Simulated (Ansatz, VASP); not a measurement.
## MnSb: VASP and Ansatz over several settings

```
Sb Mn
1.0
     0.00000    2.79502    2.79502
     2.79502    0.00000    2.79502
     2.79502    2.79502    0.00000
Sb Mn
1 1
Direct
  0.50000 0.50000 0.50000
  0.00000 0.00000 0.00000
```

Single points on this cell with VASP 6.6.1 and Ansatz 0.2.0. Each row is one pair of runs. Alike in all rows: smearing: fermi-dirac, width 0.05 eV; VASP's potentials, cutoff: VASP PAW PBE potentials, release 64 (Sb, Mn_pv), 520 eV; Ansatz's potentials, cutoff: Ansatz PAW, 420 eV.

```csv
level,spin,k mesh,"pressure (GPa), VASP","pressure (GPa), Ansatz","net moment per atom (μB), VASP","net moment per atom (μB), Ansatz"
PBE,"collinear, zero start",7 × 7 × 7,-14.0,-13.9,0.00,0.00
PBE,"collinear, typed start",7 × 7 × 7,-12.1,-12.0,0.50,0.50
PBE,off,8 × 8 × 8,-13.9,-13.9,-,-
PBE,"collinear, typed start",8 × 8 × 8,-0.4,-0.4,1.92,1.92
```

Pressure (GPa): the two programs differ by at most 0.11; net moment per atom (μB): the two programs differ by at most 0.002.

VASP's potentials hold 18 valence electrons a cell and Ansatz's 30, so a difference there can come from the potentials and not from the codes.

Neither program's run includes spin-orbit coupling.
